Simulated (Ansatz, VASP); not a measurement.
## Be: VASP beside Ansatz

The input INCAR:

```
PREC     = Accurate       # precision mode
ENCUT    = 520            # plane-wave cutoff, eV
EDIFF    = 1E-6           # SCF threshold, eV
ISMEAR   = -1             # smearing method
SIGMA    = 0.1            # smearing width, eV
LREAL    = F              # projectors in reciprocal space
LASPH    = T              # aspherical terms in the spheres
NELM     = 100            # most SCF steps
ALGO     = Normal         # electronic algorithm
ISIF     = 2              # what is computed and relaxed
LWAVE    = F              # write WAVECAR
LCHARG   = F              # write CHGCAR
GGA      = CA             # functional
NBANDS   = 9              # bands
```

KPOINTS

```
regular mesh
0
Gamma
  26 26 15
```

File POSCAR:

```
Be
1.0
    2.1993837461      0.0000000000      0.0000000000
   -1.0996918731      1.9047221968      0.0000000000
    0.0000000000      0.0000000000      3.4609102149
Be
2
Direct
    0.3333333333      0.6666666667      0.2500000000
    0.6666666667      0.3333333333      0.7500000000
```

Input for Ansatz:

```yaml
crystal:
  lattice:
    - [2.1993837461, 0.0, 0.0]
    - [-1.0996918731, 1.9047221968, 0.0]
    - [0.0, 0.0, 3.4609102149]
  atoms:
    - { symbol: Be, position: [0.3333333333, 0.6666666667, 0.25] }
    - { symbol: Be, position: [0.6666666667, 0.3333333333, 0.75] }
hamiltonian:
  xc: lda
  pseudopotentials:
    kind: paw
    azcp:
      Be: "pseudopotentials/Be.paw.azcp"
basis:
  ecutwfc: 420
  fft_grid_basis: typed
kpoints:
  mp_grid: { grid: [26, 26, 15], shift: [0, 0, 0] }
magnetization:
  spin_polarized: false
scf:
  occupations: { method: fermi_dirac, width: 0.1 }
output:
  stress: true
```

Alike in both runs: task single point; functional LDA; k mesh 26 × 26 × 15; occupations fermi-dirac, width 0.1 eV; no spin polarisation.

```csv
,VASP,Ansatz
version,VASP 6.6.1,Ansatz 0.2.0
potentials or method,"VASP PAW LDA potentials, release 64 (Be), cutoff 520 eV","plane waves (420 eV) with PAW, scalar-relativistic"
valence electrons in the cell,4,4
```

|  | VASP | Ansatz | Ansatz less VASP |
| --- | --- | --- | --- |
| pressure (GPa) | 6.2 | 5.7 | -0.51 |
| traceless stress, the component that is largest in VASP (GPa) | 1.38 | 1.38 | -0.002 |

Ansatz warns that its potentials were made for another functional, while VASP's fit it. LDA's correlation is that of Perdew and Zunger in VASP and of Perdew and Wang (1992) in Ansatz.
